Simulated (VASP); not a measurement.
Runs of VASP 6.6.1 on Zr2Cl. The structure is that of space group P4/mmm (No. 123), or close to it. The cells are those of the table. 

```csv
task,spin,cell,k mesh,cutoff (eV),gap on the mesh (eV),pressure (GPa),relaxed volume (Å³/atom)
single point,off,"a = 4.542, b = 4.542, c = 3.052 Å, 3 atoms",4 × 4 × 6,520,none,0.2,-
relaxation of cell and atoms,off,"relaxed from a = 4.558, b = 4.558, c = 3.684 Å, 3 atoms",4 × 4 × 6,600,none,0.0,21.05
relaxation of cell and atoms,off,"relaxed from a = 4.542, b = 4.542, c = 3.052 Å, 3 atoms",10 × 10 × 16,600,none,0.0,20.90
single point,off,"a = 4.558, b = 4.558, c = 3.684 Å, 3 atoms",4 × 4 × 6,520,none,(a),-
single point,"collinear, ferromagnetic start","a = 4.542, b = 4.542, c = 3.052 Å, 3 atoms",4 × 4 × 6,520,none,0.2,-
single point,off,"a = 4.487, b = 4.487, c = 3.106 Å, 3 atoms",10 × 10 × 16,520,none,0.2,-
```

Alike in all rows: level PBE; potentials or basis VASP PAW PBE potentials, release 64 (Zr_sv, Cl); smearing gaussian 0.1 eV.

Task: Estimate the missing entries.

Result: (a) -8.9.

Caveats: an odd number of electrons without spin polarisation forces a metal (some runs); a magnetic or distorted state may lie lower (some runs); the volume moved by over 15 % at a fixed basis, so the end points are rough (some runs).

A k mesh can miss the band edges, and the runs leave out spin-orbit coupling on Zr.

A gap of «none» marks levels without a gap at the run's occupations.
